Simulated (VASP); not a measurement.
Write the native input for VASP 6.6.1 that does the following.

```
Task                   : single point
Functional             : PBE
Potentials or basis    : VASP PAW PBE potentials, release 64 (Ag, Cl)
Cutoff                 : 500 eV
k mesh                 : 6 × 6 × 6
Occupations            : fermi-dirac, width 0.05 eV
Spin                   : no spin polarisation
Dipole correction      : no
Further INCAR settings : ALGO = Normal; EDIFF = 1e-06; NBANDS = 16
```

The structure of AgCl lies in POSCAR:

```
AgCl
1.0
    3.3955880419      0.0000000000      0.0000000000
    0.0000000000      3.3955880419      0.0000000000
    0.0000000000      0.0000000000      3.3955880419
Ag Cl
1 1
Direct
    0.0000000000      0.0000000000      0.0000000000
    0.5000000000      0.5000000000      0.5000000000
```

The input as run:

INCAR

```
SYSTEM = AgCl
PREC = Accurate
ENCUT = 500
EDIFF = 1E-6
ISMEAR = -1
SIGMA = 0.05
LREAL = .FALSE.
LASPH = .TRUE.
NELM = 120
ALGO = Normal
ISIF = 2
LWAVE = .FALSE.
LCHARG = .FALSE.
GGA = PE
NBANDS = 16
GGA_COMPAT = .FALSE.
```

KPOINTS

```
Automatic mesh
0
G
  6 6 6
  0 0 0
```

Potentials or basis: VASP PAW PBE potentials, release 64 (Ag, Cl).

The run is started by

```console
$ cat potpaw_PBE.64/Ag/POTCAR potpaw_PBE.64/Cl/POTCAR > POTCAR
$ mpirun -np 1 vasp_std > vasp.out
```

Results of the run:

```
Pressure               : 1.5 GPa
Band gap on the k mesh : 0.58 eV (least direct gap 2.19 eV)
```

Caveat: the structure was generated, so it needn't be the stable form of AgCl; semilocal functionals underestimate gaps, and a narrow one can read as zero.

Wall time 12 s on 1 thread of Intel Xeon 8259CL, with other jobs on the host, peak memory 0.16 GiB.
